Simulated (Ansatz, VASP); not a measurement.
# Two plane-wave programs on Si

```
Si
1.0
     0.00000    5.43000    5.43000
     5.43000    0.00000    5.43000
     5.43000    5.43000    0.00000
Si
17
Direct
  0.01828 0.96011 0.01718
  0.13171 0.10720 0.13105
  0.00556 0.00221 0.50218
  0.13519 0.12353 0.62350
  0.97524 0.47417 0.97412
  0.10189 0.60142 0.10140
  0.01824 0.51721 0.46010
  0.13171 0.63109 0.60715
  0.50284 0.00212 0.00491
  0.62403 0.12341 0.13468
  0.50955 0.00915 0.50913
  0.63403 0.13334 0.63330
  0.46028 0.51786 0.01779
  0.60821 0.63097 0.13093
  0.50285 0.50495 0.50209
  0.62403 0.63471 0.62338
  0.83598 0.33621 0.83623
```

Alike in both runs: functional PBE; k mesh 2 × 2 × 2; occupations gaussian, width 0.05 eV; no spin polarisation.

Ansatz relaxed the structure, and its values are those at the end. VASP's run is a single point on that final structure, the one shown.

|  | VASP | Ansatz |
| --- | --- | --- |
| version | VASP 6.6.1 | Ansatz 0.2.0 |
| potentials or method | VASP PAW PBE potentials, release 64 (Si), cutoff 520 eV | scalar-relativistic, plane waves, PAW |
| valence electrons in the cell | 68 | 68 |

```csv
,VASP,Ansatz,Ansatz less VASP
rms of the force components (eV/Å),0.010,0.010,-0.0003
```

With one functional, cell and mesh, what is left measures potentials, basis and numerics.

The k mesh is coarse, so the values compare programs but aren't converged.
